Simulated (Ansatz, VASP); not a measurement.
## Two plane-wave programs on WS2

```xyz
3
Lattice="1.5502 0.8950 6.1794 -1.5502 0.8950 6.1794 0.0000 -1.7900 6.1794" Properties=species:S:1:pos:R:3 pbc="T T T"
W     0.0000    0.0000   18.5256
S     0.0000    0.0000   13.8658
S     0.0000    0.0000   10.8264
```

Change from the starting cell: strain -0.015 along x and y, -0.030 along z, atoms carried along.

Alike in both runs: task single point; functional PBEsol; k mesh 12 × 12 × 12; occupations gaussian, width 0.05 eV; no spin polarisation.

|  | VASP | Ansatz |
| --- | --- | --- |
| version | VASP 6.6.1 | Ansatz 0.2.0 |
| potentials or method | VASP PAW PBE potentials, release 64 (W_sv, S), cutoff 520 eV | scalar-relativistic, plane waves, PAW |
| valence electrons in the cell | 26 | 26 |

|  | VASP | Ansatz | Ansatz less VASP |
| --- | --- | --- | --- |
| gap on the k mesh at the Fermi level (eV) | 1.07 | 1.05 | -0.018 |
| least direct gap on the mesh (eV) | 1.98 | 1.97 | -0.006 |
| pressure (GPa) | 11.7 | 11.5 | -0.16 |
| traceless stress, the component that is largest in VASP (GPa) | 2.53 | 2.51 | -0.023 |
| rms of the force components (eV/Å) | 0.682 | 0.670 | -0.0110 |

VASP's potentials were made for PBE, not for PBEsol. Atom by atom the forces differ by 0.011 eV/Å (rms over components).

Neither program's run includes spin-orbit coupling.
